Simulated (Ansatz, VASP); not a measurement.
# One calculation of NiO, two programs

File INCAR:

```
PREC     = Accurate       # precision mode
ENCUT    = 600            # plane-wave cutoff, eV
EDIFF    = 1E-6           # SCF threshold, eV
ISMEAR   = 0              # smearing method
SIGMA    = 0.05           # smearing width, eV
LREAL    = F              # projectors in reciprocal space
LASPH    = T              # aspherical terms in the spheres
NELM     = 200            # most SCF steps
ALGO     = Normal         # electronic algorithm
ISIF     = 2              # what is computed and relaxed
LWAVE    = F              # write WAVECAR
LCHARG   = F              # write CHGCAR
ISPIN    = 2              # spin polarisation
MAGMOM   = 1.9 0.22       # initial moments
LORBIT   = 11             # projections on sites
LMAXMIX  = 4              # l up to which the mixer works
LDAU     = T              # DFT+U
LDAUTYPE = 2            
LDAUL    = 2 -1           # shell
LDAUU    = 6.2 0          # U, eV
LDAUJ    = 0 0          
LDAUPRINT= 1            
GGA      = PE             # functional
IVDW     = 13             # dispersion correction
NBANDS   = 19             # bands
GGA_COMPAT= F
```

File KPOINTS:

```
regular mesh
0
Gamma
  10 10 10
```

POSCAR

```
NiO
1.0
    0.0000000000      2.1173235753      2.1173235753
    2.1173235753      0.0000000000      2.1173235753
    2.1173235753      2.1173235753      0.0000000000
Ni O
1 1
Direct
    0.0000000000      0.0000000000      0.0000000000
    0.5000000000      0.5000000000      0.5000000000
```

Input for Ansatz:

```yaml
crystal:
  lattice:
    - [0.0, 2.1173235753, 2.1173235753]
    - [2.1173235753, 0.0, 2.1173235753]
    - [2.1173235753, 2.1173235753, 0.0]
  atoms:
    - { symbol: Ni, position: [0.0, 0.0, 0.0], spin: 1.91 }
    - { symbol: O, position: [0.5, 0.5, 0.5] }
basis:
  ecutwfc: 420
  ecutrho_ratio: 4
kpoints:
  mp_grid: { grid: [10, 10, 10] }
hamiltonian:
  xc: pbe
  dispersion: d4
  hubbard:
    sites:
      - { species: Ni, l: d, u_eff: 6.2, starting_ns: start.occupation_matrices }
    ns_hold: { iters: 6 }
scf:
  occupations: { method: gaussian, width: 0.05 }
  lower_state_search: "off"
output:
  forces: true
  stress: true
  eigenvalues: true
  populations: true
  hubbard: { sites: [{ species: Ni, l: d }] }
magnetization:
  spin_polarized: true
```

Alike in both runs: task single point; functional PBE; dispersion D4; k mesh 10 × 10 × 10; occupations gaussian, width 0.05 eV; collinear spin; Hubbard terms Ni d U = 6.2 eV.

|  | VASP | Ansatz |
| --- | --- | --- |
| version | VASP 6.6.1 | Ansatz 0.2.0 |
| potentials or method | VASP PAW PBE potentials, release 64 (Ni, O), cutoff 600 eV | scalar-relativistic, plane waves, PAW |
| valence electrons in the cell | 16 | 24 |

```tsv
	VASP	Ansatz	Ansatz less VASP
gap on the k mesh at the Fermi level (eV)	2.50	2.06	-0.440
least direct gap on the mesh (eV)	3.16	2.89	-0.262
pressure (GPa)	-9.4	-0.1	+9.31
net moment per atom (μB)	1.00	1.00	0.000
size of the moment on the site where the two differ most (μB)	1.83	1.73	-0.095
```

Site moments also hang on the region over which each program counts them. The programs project onto different local orbitals, so the same U acts differently, and such runs can settle in different states. VASP's potentials hold 16 valence electrons a cell and Ansatz's 24, so a difference there can come from the potentials and not from the codes. Ansatz's warnings: dispersion switch in reach, stability check not made.
